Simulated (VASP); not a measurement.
# CaO (P1) in VASP: notebook

The runs below take CaO through single point, with PBE.

Everything below comes from runs of VASP 6.6.1. Logs are shortened: lines on timing, memory, paths and dates and some standing lists are left out, and cuts for length are marked.

**1. The cell of the first run**

The typed cell holds 16 atoms: a = 6.781 Å, b = 6.781 Å, c = 6.781 Å, α = 60.00°, β = 60.00°, γ = 60.00°.

**2. Single point, PBE**

File INCAR:

```
SYSTEM = CaO
  PREC = Accurate
  ENCUT = 520
  EDIFF = 1E-6
  ISMEAR = -1
  SIGMA = 0.02
  LREAL = Auto
  LASPH = .True.
  NELM = 60
  ALGO = Normal
  ISIF = 2
  LWAVE = .False.
  LCHARG = .False.
  GGA = PE
  NBANDS = 78
```

File KPOINTS:

```
regular mesh
0
Gamma
  2 2 2
  0 0 0
```

File POSCAR:

```
CaO
1.0
    0.0000000000      4.7951002376      4.7951002376
    4.7951002376      0.0000000000      4.7951002376
    4.7951002376      4.7951002376      0.0000000000
Ca O
8 8
Direct
   -0.0057160432     -0.0048149150      0.0040276530
    0.0013089403      0.0072095469      0.4980645621
   -0.0003735063      0.4979259831      0.0008026944
   -0.0010441909      0.5037984360      0.4978750979
    0.5038584973     -0.0026971282     -0.0078402949
    0.5016490544      0.0033647889      0.4970929453
    0.4983121064      0.5010534464      0.0082610369
    0.5024977332      0.4947381457      0.4994383603
    0.2460597154      0.2474953476      0.2505703615
    0.2466877524      0.2606029985      0.7567603012
    0.2422927452      0.7597142540      0.2474630229
    0.2520112073      0.7527340037      0.7507113140
    0.7561610436      0.2482997103      0.2421267424
    0.7553689851      0.2414228989      0.7484358662
    0.7497253075      0.7405288365      0.2576390354
    0.7504597030      0.7477529817      0.7519991911
```

Potentials or basis: VASP PAW PBE potentials, release 64 (Ca_sv, O).

The run is started by

```console
cat potpaw_PBE.64/Ca_sv/POTCAR potpaw_PBE.64/O/POTCAR > POTCAR
mpirun -np 1 vasp_std > vasp.out
```

OUTCAR:

```text
SYSTEM = CaO
   PREC = Accurate
   ENCUT = 520
   EDIFF = 1E-6
   ISMEAR = -1
   LREAL = Auto
   LASPH = .True.
   NELM = 60
   ISIF = 2
   GGA = PE

 ion  position               nearest neighbor table
   1  0.994  0.995  0.004-  13 2.36  11 2.36  14 2.37  12 2.38  15 2.39  10 2.48
   2  0.001  0.007  0.498-  14 2.32   9 2.33  11 2.39  13 2.40  12 2.41  16 2.45
   3  1.000  0.498  0.001-  10 2.31  13 2.36   9 2.38  16 2.39  15 2.40  12 2.43
   4  0.999  0.504  0.498-  15 2.35  16 2.39  11 2.39   9 2.42  14 2.43  10 2.43
   5  0.504  0.997  0.992-  16 2.35  10 2.37  14 2.38  11 2.40   9 2.44  15 2.45
   6  0.502  0.003  0.497-  13 2.40  12 2.40   9 2.41  15 2.41  16 2.42  10 2.48
[... 8 lines left out ...]
  15  0.750  0.741  0.258-   4 2.35   8 2.36   1 2.39   3 2.40   6 2.41   5 2.45
  16  0.750  0.748  0.752-   5 2.35   3 2.39   4 2.39   7 2.39   6 2.42   2 2.45

  LATTYP: Found a face centered cubic cell.
 ALAT       =     9.5902004752

  Lattice vectors:

 A1 = (   0.0000000000,   4.7951002376,   4.7951002376)
 A2 = (   4.7951002376,   0.0000000000,   4.7951002376)
 A3 = (   4.7951002376,   4.7951002376,   0.0000000000)

Analysis of symmetry for initial positions (statically):
=====================================================================
 Subroutine PRICEL returns:
 Original cell was already a primitive cell.

 Routine SETGRP: Setting up the symmetry group for a
 face centered cubic supercell.

 Subroutine GETGRP returns: Found  1 space group operations
 (whereof  1 operations were pure point group operations)
 out of a pool of 48 trial point group operations.

The static configuration has the point symmetry C_1 .

Analysis of symmetry for dynamics (positions and initial velocities):
=====================================================================
 Subroutine PRICEL returns:
 Original cell was already a primitive cell.

 Routine SETGRP: Setting up the symmetry group for a
 face centered cubic supercell.

 Subroutine GETGRP returns: Found  1 space group operations
 (whereof  1 operations were pure point group operations)
 out of a pool of 48 trial point group operations.

The dynamic configuration has the point symmetry C_1 .

 Subroutine INISYM returns: Found  1 space group operations
 (whereof  1 operations are pure point group operations),
 and found     1 'primitive' translations

----------------------------------------------------------------------------------------

                                     Primitive cell

  volume of cell :     220.5073

  direct lattice vectors                    reciprocal lattice vectors
     0.000000000  4.795100238  4.795100238    -0.104273107  0.104273107  0.104273107
     4.795100238  0.000000000  4.795100238     0.104273107 -0.104273107  0.104273107
     4.795100238  4.795100238  0.000000000     0.104273107  0.104273107 -0.104273107

  length of vectors
     6.781295789  6.781295789  6.781295789     0.180606319  0.180606319  0.180606319

  position of ions in fractional coordinates (direct lattice)
     0.994283957  0.995185085  0.004027653
     0.001308940  0.007209547  0.498064562
     0.999626494  0.497925983  0.000802694
     0.998955809  0.503798436  0.497875098
     0.503858497  0.997302872  0.992159705
     0.501649054  0.003364789  0.497092945
[... 8 lines left out ...]
     0.749725308  0.740528836  0.257639035
     0.750459703  0.747752982  0.751999191

  ion indices of the primitive-cell ions
   primitive index   ion index
                 1           1
                 2           2
                 3           3
                 4           4
                 5           5
                 6           6
[... 8 lines left out ...]
                15          15
                16          16

----------------------------------------------------------------------------------------

 KPOINTS: regular mesh

Automatic generation of k-mesh.
 Grid dimensions read from file:
 generate k-points for:    2    2    2

 Generating k-lattice:

  Cartesian coordinates                     Fractional coordinates (reciprocal lattice)
    -0.052136553  0.052136553  0.052136553     0.500000000  0.000000000  0.000000000
     0.052136553 -0.052136553  0.052136553     0.000000000  0.500000000  0.000000000
     0.052136553  0.052136553 -0.052136553     0.000000000  0.000000000  0.500000000

  Length of vectors
     0.090303160  0.090303160  0.090303160

  Shift w.r.t. Gamma in fractional coordinates (k-lattice)
     0.000000000  0.000000000  0.000000000

 Subroutine IBZKPT returns following result:
 ===========================================

 Found      8 irreducible k-points:

 Following reciprocal coordinates:
            Coordinates               Weight
  0.000000  0.000000  0.000000      1.000000
  0.500000  0.000000  0.000000      1.000000
  0.000000  0.500000  0.000000      1.000000
  0.000000  0.000000  0.500000      1.000000
  0.500000  0.500000  0.500000      1.000000
  0.500000  0.500000  0.000000      1.000000
  0.000000  0.500000  0.500000      1.000000
  0.500000  0.000000  0.500000      1.000000
   k-points           NKPTS =      8   k-points in BZ     NKDIM =      8   number of bands    NBANDS=     78
   number of dos      NEDOS =    301   number of ions     NIONS =     16
   total plane-waves  NPLWV = 125000
   dimension x,y,z NGX =    50 NGY =   50 NGZ =   50
   dimension x,y,z NGXF=   100 NGYF=  100 NGZF=  100
   ions per type =               8   8
   NGX,Y,Z   is equivalent  to a cutoff of  12.26, 12.26, 12.26 a.u.
   NGXF,Y,Z  is equivalent  to a cutoff of  24.52, 24.52, 24.52 a.u.
 SYSTEM =  CaO
   PREC   = accura    normal or accurate (medium, high low for compatibility)
   ISTART =      0    job   : 0-new  1-cont  2-samecut
   ICHARG =      2    charge: 1-file 2-atom 10-const
   ISPIN  =      1    spin polarized calculation?
   LNONCOLLINEAR =      F non collinear calculations
   LSORBIT =      F    spin-orbit coupling
   LASPH  =      T    aspherical Exc in radial PAW
   ENCUT  =  520.0 eV  38.22 Ry    6.18 a.u.  12.61 12.61 12.61*2*pi/ulx,y,z
   NELM   =     60;   NELMIN=  2; NELMDL= -5     # of ELM steps
   EDIFF  = 0.1E-05   stopping-criterion for ELM
   LREAL  =      T    real-space projection
   EDIFFG = 0.1E-04   stopping-criterion for IOM
   NSW    =      0    number of steps for IOM
   IBRION =     -1    ionic relax: 0-MD 1-quasi-New 2-CG
   NFREE  =      0    steps in history (QN), initial steepest desc. (CG)
   ISIF   =      2    stress and relaxation
   ISYM   =      2    0-nonsym 1-usesym 2-fastsym
   POTIM  = 0.5000    time-step for ionic-motion
   TEBEG  =    0.0;   TEEND  =   0.0 temperature during run
   PSTRESS=    0.0 pullay stress
   NELECT =     128.0000    total number of electrons
   NUPDOWN=      -1.0000    fix difference up-down
   EMIN   =  10.00;   EMAX   =-10.00  energy-range for DOS
   EFERMI =   0.00;   METHOD = LEGACY
   ISMEAR =    -1;   SIGMA  =   0.02  broadening in eV -4-tet -1-fermi 0-gaus
   EFERMI_NEDOS =   21; number of points for ismear=-14 and -15
   IALGO  =     38    algorithm
   IMIX   =      4    mixing-type and parameters
     AMIX     =   0.40;   BMIX     =  1.00
     AMIX_MAG =   1.60;   BMIX_MAG =  1.00
  volume/ion in A,a.u.               =      13.78        93.00
  Fermi-wavevector in a.u.,A,eV,Ry     =   1.365643  2.580691 25.374598  1.864980
  Thomas-Fermi vector in A             =   2.491853
   LORBIT       =      0    0 simple, 1 ext, 2 COOP (PROOUT), +10 PAW based schemes
   GGA     = PE    functional components
   LHFCALC =     F    Hartree Fock is set to
   AEXX    =    0.0000 exact exchange contribution
   IVDW    =     0    specifies the selected vdW correction
   LEPSILON=     F    determine dielectric tensor
   LRPA    =     F    only Hartree local field effects (RPA)
 non-spin polarized calculation
  energy-cutoff  :      520.00
  volume of cell :      220.51
 maximum number of plane-waves:      5961
   NGX = 25   NGY = 25   NGZ = 25

 number of electron     128.0000005 magnetization

 Free energy of the ion-electron system (eV)
  ---------------------------------------------------
  ext. energy  EPLUGINS =         0.00000000
  ---------------------------------------------------
  free energy    TOTEN  =      -102.19659677 eV

  energy without entropy =     -102.19659677  energy(sigma->0) =     -102.19659677

 E-fermi :   3.0098     XC(G=0): -10.5071

 val. band max:        2.3999533748   @ k =   0.0000   0.0000   0.0000
 cond. band min:       6.0215649519   @ k =   0.0000   0.0000   0.0000
 fundamental gap:      3.6216115771
 Fermi energy:         3.0098044272

 k-point     1 :       0.0000    0.0000    0.0000
  band No.  band energies     occupation
      1     -35.3057      2.00000
      2     -35.2321      2.00000
      3     -35.1813      2.00000
      4     -35.1348      2.00000
      5     -35.1002      2.00000
      6     -35.0393      2.00000
[... 68 lines left out ...]
     75       9.4898      0.00000
     76      10.1340      0.00000

 k-point     2 :       0.5000    0.0000    0.0000
  band No.  band energies     occupation
      1     -35.2959      2.00000
      2     -35.2279      2.00000
      3     -35.1773      2.00000
      4     -35.1470      2.00000
      5     -35.0927      2.00000
      6     -35.0482      2.00000
[... 68 lines left out ...]
     75       9.4809      0.00000
     76       9.5547      0.00000

 k-point     3 :       0.0000    0.5000    0.0000
  band No.  band energies     occupation
      1     -35.2880      2.00000
      2     -35.2416      2.00000
      3     -35.1805      2.00000
      4     -35.1320      2.00000
      5     -35.1040      2.00000
      6     -35.0419      2.00000
[... 68 lines left out ...]
     75       9.5558      0.00000
     76       9.5727      0.00000

 k-point     4 :       0.0000    0.0000    0.5000
  band No.  band energies     occupation
      1     -35.2908      2.00000
      2     -35.2347      2.00000
      3     -35.1857      2.00000
      4     -35.1327      2.00000
      5     -35.1020      2.00000
      6     -35.0410      2.00000
[... 68 lines left out ...]
     75       9.5357      0.00000
     76       9.5423      0.00000

 k-point     5 :       0.5000    0.5000    0.5000
  band No.  band energies     occupation
      1     -35.2939      2.00000
      2     -35.2264      2.00000
      3     -35.1904      2.00000
      4     -35.1359      2.00000
      5     -35.0980      2.00000
      6     -35.0408      2.00000
[... 68 lines left out ...]
     75       9.5036      0.00000
     76       9.5499      0.00000

 k-point     6 :       0.5000    0.5000    0.0000
  band No.  band energies     occupation
      1     -35.2873      2.00000
      2     -35.2362      2.00000
      3     -35.1790      2.00000
      4     -35.1383      2.00000
      5     -35.0986      2.00000
      6     -35.0488      2.00000
[... 68 lines left out ...]
     75       9.0801      0.00000
     76       9.1201      0.00000

 k-point     7 :       0.0000    0.5000    0.5000
  band No.  band energies     occupation
      1     -35.2897      2.00000
      2     -35.2253      2.00000
      3     -35.1921      2.00000
      4     -35.1359      2.00000
      5     -35.1000      2.00000
      6     -35.0375      2.00000
[... 68 lines left out ...]
     75       9.0396      0.00000
     76       9.1448      0.00000

 k-point     8 :       0.5000    0.0000    0.5000
  band No.  band energies     occupation
      1     -35.2878      2.00000
      2     -35.2344      2.00000
      3     -35.1816      2.00000
      4     -35.1375      2.00000
      5     -35.0986      2.00000
      6     -35.0474      2.00000
[... 68 lines left out ...]
     75       9.0614      0.00000
     76       9.1265      0.00000
 [bands above 76 left out]

------------------------ aborting loop because EDIFF is reached ----------------------------------------

  FORCE on cell =-STRESS in cart. coord.  units (eV):
  Direction    XX          YY          ZZ          XY          YZ          ZX
  --------------------------------------------------------------------------------------
  -------------------------------------------------------------------------------------
  Total        4.7467220      4.4810534      4.5461876      0.0033029     -0.0242836     -0.0411126
  in kB       34.4890562     32.5587433     33.0320001      0.0239983     -0.1764412     -0.2987184
  external PRESSURE =      33.3599332 kB  Pullay stress =       0.0000000 kB

 VOLUME and BASIS-vectors are now :
 -----------------------------------------------------------------------------
  energy-cutoff  :      520.00
  volume of cell :      220.51
      direct lattice vectors                 reciprocal lattice vectors
     0.000000000  4.795100238  4.795100238    -0.104273107  0.104273107  0.104273107
     4.795100238  0.000000000  4.795100238     0.104273107 -0.104273107  0.104273107
     4.795100238  4.795100238  0.000000000     0.104273107  0.104273107 -0.104273107

 POSITION                                       TOTAL-FORCE (eV/Angst)
 -----------------------------------------------------------------------------------
      4.79133      4.78700      9.53970        -0.075075      0.015993      0.397853
      2.42284      2.39455      0.04085        -0.377183      0.197871     -0.189566
      2.39145      4.79716      7.18091        -0.067675      0.037691      0.243578
      4.80313      7.17745      7.20586         0.139658      0.192611     -0.187191
      9.53967      7.17356      7.19822         0.457595      0.066129     -0.113566
      2.39975      4.78907      2.42159        -0.074621      0.046401     -0.424901
[... 8 lines left out ...]
      4.78631      4.83041      7.14592         0.124897     -0.233732      0.213091
      7.19146      7.20444      7.18408         0.034907     -0.173622      0.006167
 -----------------------------------------------------------------------------------
    total drift:                                0.001251     -0.001271      0.004615

  FREE ENERGIE OF THE ION-ELECTRON SYSTEM (eV)
  ---------------------------------------------------
  free  energy   TOTEN  =      -102.1965967710 eV

  energy  without entropy=     -102.1965967710  energy(sigma->0) =     -102.19659677
```

It took 3.6 min on 1 thread of Intel Xeon Platinum 8488C (Sapphire Rapids), shared host; peak memory 0.39 GiB.

Results:

```yaml
Free_energy: -102.1966 eV
Pressure: 3.3 GPa
Largest_force: 0.739 eV/Å
Band_gap_on_the_k_mesh: 3.62 eV
```

Forces on the atoms (eV/Å):
```
Ca  -0.075  0.016  0.398
Ca  -0.377  0.198 -0.190
Ca  -0.068  0.038  0.244
Ca   0.140  0.193 -0.187
Ca   0.458  0.066 -0.114
Ca  -0.075  0.046 -0.425
Ca  -0.429 -0.468  0.013
Ca   0.530  0.003  0.149
O    0.145  0.289  0.397
O   -0.714 -0.160 -0.101
O   -0.344  0.366 -0.126
O   -0.078  0.019 -0.012
O    0.395 -0.062 -0.316
O    0.333 -0.136  0.050
O    0.125 -0.234  0.213
O    0.035 -0.174  0.006
```

Caveat: the k points lie up to 0.57 Å⁻¹ apart; the atoms stand as in a frame of molecular dynamics.

**3. Single point, PBE**

File INCAR:

```
ALGO = Normal
EDIFF = 1E-7
ENCUT = 520
GGA = PE
ISIF = 2
ISMEAR = -1
LASPH = T
LCHARG = T
LELF = T
LREAL = Auto
LVHAR = T
LWAVE = F
NBANDS = 78
NELM = 60
PREC = Accurate
SIGMA = 0.02
```

File KPOINTS:

```
k-points
0
Gamma
  2 2 2
```

File POSCAR:

```
CaO
1.0
    0.0000000000      4.7951002376      4.7951002376
    4.7951002376      0.0000000000      4.7951002376
    4.7951002376      4.7951002376      0.0000000000
Ca O
8 8
Direct
   -0.0071874410     -0.0067421948      0.0041578901
    0.0058350188      0.0078364368      0.4961882718
    0.0022588683      0.4968441496     -0.0007646347
   -0.0032323620      0.5054616963      0.5002528375
    0.5032985507     -0.0029096368     -0.0100544301
    0.5006925572      0.0020472982      0.4976190031
    0.4965467627      0.5023969011      0.0085544614
    0.5017792915      0.4953956919      0.5021065005
    0.2523026506      0.2503051950      0.2517410357
    0.2521187129      0.2573177700      0.7482520327
    0.2464858796      0.7524742594      0.2481623826
    0.2547301286      0.7531795627      0.7507391549
    0.7473450653      0.2495498406      0.2475438346
    0.7523980358      0.2433442352      0.7497697278
    0.7472077376      0.7430432782      0.2575791827
    0.7474332803      0.7499585664      0.7510730374
```

Potentials or basis: VASP PAW PBE potentials, release 64 (Ca_sv, O).

The run is started by

```console
cat potpaw_PBE.64/Ca_sv/POTCAR potpaw_PBE.64/O/POTCAR > POTCAR
mpirun -np 1 vasp_std > vasp.out
```

Wall time 7 min (1 thread of Intel Xeon Platinum 8488C (Sapphire Rapids), shared host); peak memory 0.39 GiB.

Results (log left out):

```yaml
Free_energy: -102.2491 eV
Pressure: 3.4 GPa
Largest_force: 0.500 eV/Å
Band_gap_on_the_k_mesh: 3.64 eV
```

Forces in eV/Å, atoms in the order of the input:
```
Ca   0.097  0.032  0.414
Ca  -0.272  0.010 -0.316
Ca   0.016 -0.016  0.068
Ca  -0.005  0.191 -0.137
Ca   0.439  0.168 -0.060
Ca   0.008  0.044 -0.171
Ca  -0.433 -0.249 -0.015
Ca   0.247 -0.077  0.156
O   -0.032 -0.169 -0.040
O   -0.127 -0.039 -0.297
O    0.069  0.120  0.027
O   -0.060 -0.170 -0.275
O    0.068  0.227  0.162
O    0.139 -0.027  0.089
O   -0.122 -0.171  0.243
O   -0.032  0.123  0.151
```

Stress tensor (GPa, compression positive):
```
 3.36  0.00 -0.02
 0.00  3.27 -0.02
-0.02 -0.02  3.44
```

Levels at points of the mesh, in eV from the valence-band top:
```tsv
k point	band 62	band 63	band 64	band 65	band 66	band 67
(0.00, 0.00, 0.00)	0.00	0.00	0.00	3.64	3.64	3.65
(0.50, 0.00, 0.00)	-0.68	-0.63	-0.63	5.25	5.30	5.33
(0.00, 0.50, 0.00)	-0.67	-0.65	-0.64	5.29	5.32	5.35
(0.00, 0.00, 0.50)	-0.67	-0.64	-0.61	5.28	5.32	5.33
(0.50, 0.50, 0.50)	-0.67	-0.65	-0.63	5.30	5.31	5.34
(0.50, 0.50, 0.00)	-0.30	-0.29	-0.29	4.69	4.73	6.28
(0.00, 0.50, 0.50)	-0.30	-0.29	-0.29	4.65	4.76	6.25
(0.50, 0.00, 0.50)	-0.30	-0.30	-0.29	4.71	4.72	6.29
```

Caveat: the k points lie up to 0.57 Å⁻¹ apart; the atoms stand as in a frame of molecular dynamics.

(Continued in part 2 of 2.)
